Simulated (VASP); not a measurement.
# Hg2O3 (Pn-3m) in VASP: a series of runs, part 2 of 2

VASP 6.6.1.

### 5 Single point, PBE

This run uses another cell than the first one, of 16.18 Å³/atom.

INCAR

```
ALGO     = Normal         # electronic algorithm
EDIFF    = 1E-6           # SCF threshold, eV
ENCUT    = 520            # plane-wave cutoff, eV
GGA      = PE             # functional
ISIF     = 2              # what is computed and relaxed
ISMEAR   = -1             # smearing method
LASPH    = True           # aspherical terms in the spheres
LCHARG   = False          # write CHGCAR
LREAL    = False          # projectors in reciprocal space
LWAVE    = False          # write WAVECAR
NBANDS   = 53             # bands
NELM     = 100            # most SCF steps
PREC     = Accurate       # precision mode
SIGMA    = 0.06122561905347299 # smearing width, eV
```

KPOINTS

```
k-points
0
Gamma
  7 7 7
```

POSCAR

```
Hg2O3
1.0
    5.4492689225      0.0000000000      0.0000000000
    0.0000000000      5.4492689225      0.0000000000
    0.0000000000      0.0000000000      5.4492689225
Hg O
4 6
Direct
    0.2500000000      0.2500000000      0.2500000000
    0.7500000000      0.7500000000      0.2500000000
    0.7500000000      0.2500000000      0.7500000000
    0.2500000000      0.7500000000      0.7500000000
    0.5000000000      0.0000000000      0.0000000000
    0.0000000000      0.5000000000      0.0000000000
    0.0000000000      0.0000000000      0.5000000000
    0.5000000000      0.5000000000      0.0000000000
    0.5000000000      0.0000000000      0.5000000000
    0.0000000000      0.5000000000      0.5000000000
```

Potentials or basis: VASP PAW PBE potentials, release 64 (Hg, O).

Started as:

```sh
$ cat potpaw_PBE.64/Hg/POTCAR potpaw_PBE.64/O/POTCAR > POTCAR
$ mpirun -np 1 vasp_std > vasp.out
```

OUTCAR:

```text
EDIFF = 1E-6
   ENCUT = 520
   GGA = PE
   ISIF = 2
   ISMEAR = -1
   LASPH = True
   LREAL = False
   NELM = 100
   PREC = Accurate

 ion  position               nearest neighbor table
   1  0.250  0.250  0.250-   5 2.36   6 2.36   7 2.36   8 2.36   9 2.36  10 2.36   2 3.85   3 3.85
                             4 3.85   3 3.85   4 3.85   2 3.85   4 3.85   4 3.85   2 3.85   3 3.85
   2  0.750  0.750  0.250-   5 2.36   6 2.36   7 2.36   8 2.36   9 2.36  10 2.36   1 3.85   3 3.85
                             4 3.85   3 3.85   4 3.85   1 3.85   3 3.85   3 3.85   1 3.85   4 3.85
   3  0.750  0.250  0.750-   5 2.36   6 2.36   7 2.36   8 2.36   9 2.36  10 2.36   1 3.85   2 3.85
                             4 3.85   1 3.85   2 3.85   2 3.85   4 3.85   2 3.85   1 3.85   4 3.85
   4  0.250  0.750  0.750-   5 2.36   6 2.36   7 2.36   8 2.36   9 2.36  10 2.36   1 3.85   2 3.85
                             3 3.85   1 3.85   2 3.85   1 3.85   3 3.85   1 3.85   2 3.85   3 3.85
   5  0.500  0.000  0.000-   1 2.36   2 2.36   3 2.36   4 2.36
   6  0.000  0.500  0.000-   1 2.36   2 2.36   3 2.36   4 2.36
   7  0.000  0.000  0.500-   1 2.36   2 2.36   3 2.36   4 2.36
   8  0.500  0.500  0.000-   1 2.36   2 2.36   3 2.36   4 2.36
[... 1323 lines left out ...]
     52       7.0870      0.00000
     53      11.2139      0.00000

------------------------ aborting loop because EDIFF is reached ----------------------------------------

  FORCE on cell =-STRESS in cart. coord.  units (eV):
  Direction    XX          YY          ZZ          XY          YZ          ZX
  --------------------------------------------------------------------------------------
  -------------------------------------------------------------------------------------
  Total       -4.1535174     -4.1535174     -4.1535174     -0.0000000      0.0000000     -0.0000000
  in kB      -41.1255668    -41.1255668    -41.1255668     -0.0000000      0.0000000     -0.0000000
  external PRESSURE =     -41.1255668 kB  Pullay stress =       0.0000000 kB

 VOLUME and BASIS-vectors are now :
 -----------------------------------------------------------------------------
  energy-cutoff  :      520.00
  volume of cell :      161.81
      direct lattice vectors                 reciprocal lattice vectors
     5.449268922  0.000000000  0.000000000     0.183510855  0.000000000  0.000000000
     0.000000000  5.449268922  0.000000000     0.000000000  0.183510855  0.000000000
     0.000000000  0.000000000  5.449268922     0.000000000  0.000000000  0.183510855

 POSITION                                       TOTAL-FORCE (eV/Angst)
 -----------------------------------------------------------------------------------
      1.36232      1.36232      1.36232        -0.000000      0.000000      0.000000
      4.08695      4.08695      1.36232        -0.000000      0.000000      0.000000
      4.08695      1.36232      4.08695        -0.000000     -0.000000     -0.000000
      1.36232      4.08695      4.08695         0.000000      0.000000     -0.000000
      2.72463      0.00000      0.00000         0.000000     -0.000000     -0.000000
      0.00000      2.72463      0.00000         0.000000     -0.000000     -0.000000
      0.00000      0.00000      2.72463         0.000000      0.000000     -0.000000
      2.72463      2.72463      0.00000        -0.000000     -0.000000     -0.000000
      2.72463      0.00000      2.72463         0.000000     -0.000000      0.000000
      0.00000      2.72463      2.72463         0.000000     -0.000000      0.000000
 -----------------------------------------------------------------------------------
    total drift:                               -0.000000      0.000000     -0.000000

  FREE ENERGIE OF THE ION-ELECTRON SYSTEM (eV)
  ---------------------------------------------------
  free  energy   TOTEN  =       -28.2453221657 eV

  energy  without entropy=      -28.0506199186  energy(sigma->0) =      -28.14797104
```

OSZICAR:

```text
N       E                     dE             d eps       ncg     rms          rms(c)
DAV:   1     0.742160648807E+03    0.74216E+03   -0.44158E+04  2120   0.155E+03
DAV:   2     0.200632850267E+02   -0.72210E+03   -0.69265E+03  2341   0.400E+02
DAV:   3    -0.360482821285E+02   -0.56112E+02   -0.54477E+02  2376   0.114E+02
DAV:   4    -0.369289460454E+02   -0.88066E+00   -0.87596E+00  2283   0.150E+01
DAV:   5    -0.369384876474E+02   -0.95416E-02   -0.95377E-02  2373   0.138E+00    0.237E+01
DAV:   6    -0.296831455268E+02    0.72553E+01   -0.42659E+01  3115   0.657E+01    0.278E+01
DAV:   7    -0.284635938541E+02    0.12196E+01   -0.75043E+00  2178   0.178E+01    0.133E+01
DAV:   8    -0.283337357212E+02    0.12986E+00   -0.25388E+00  2259   0.882E+00    0.348E+00
DAV:   9    -0.282461339322E+02    0.87602E-01   -0.22661E-01  2530   0.339E+00    0.929E-01
DAV:  10    -0.282451468506E+02    0.98708E-03   -0.37311E-02  2249   0.869E-01    0.347E-01
DAV:  11    -0.282452543607E+02   -0.10751E-03   -0.40011E-03  2450   0.359E-01    0.269E-01
DAV:  12    -0.282453093636E+02   -0.55003E-04   -0.50714E-04  2265   0.173E-01    0.529E-02
DAV:  13    -0.282453233389E+02   -0.13975E-04   -0.22617E-05  2278   0.318E-02    0.283E-02
DAV:  14    -0.282453223242E+02    0.10147E-05   -0.21827E-05  2313   0.282E-02    0.482E-03
DAV:  15    -0.282453221657E+02    0.15843E-06   -0.14592E-06  1488   0.663E-03
   1 F= -.28245322E+02 E0= -.28147971E+02  d E =-.194702E+00
```

Wall time 4.3 min (1 thread of Intel Xeon 8259CL, shared host); peak memory 0.33 GiB.

Results:

- Free energy: -28.2453 eV
- Pressure: -4.1 GPa
- Band gap on the k mesh: zero (bands 42 and 43 overlap by 0.13 eV)

Caveat: the cell stands under tension; semilocal functionals underestimate gaps, so a narrow gap can read as zero; spin-orbit coupling is left out, which moves the levels of the heavy elements.

### 6 The runs side by side

```csv
cell,gap on the mesh (eV),pressure (GPa)
"a = 5.344 Å, 10 atoms",none,1.2
"a = 5.380 Å, 10 atoms",none,-0.8
"a = 5.415 Å, 10 atoms",none,-2.6
"a = 5.449 Å, 10 atoms",none,-4.1
```

Alike in all rows: task single point; level PBE; potentials or basis VASP PAW PBE potentials, release 64 (Hg, O); no spin polarisation; k mesh 7 × 7 × 7; cutoff (eV) 520; smearing fermi-dirac 0.0612256 eV.

Caveats: semilocal functionals underestimate gaps, so a narrow gap can read as zero; spin-orbit coupling is left out, which moves the levels of the heavy elements; the cell stands under tension (at least some runs).

Absolute energies hang on the potentials; compare differences alone.
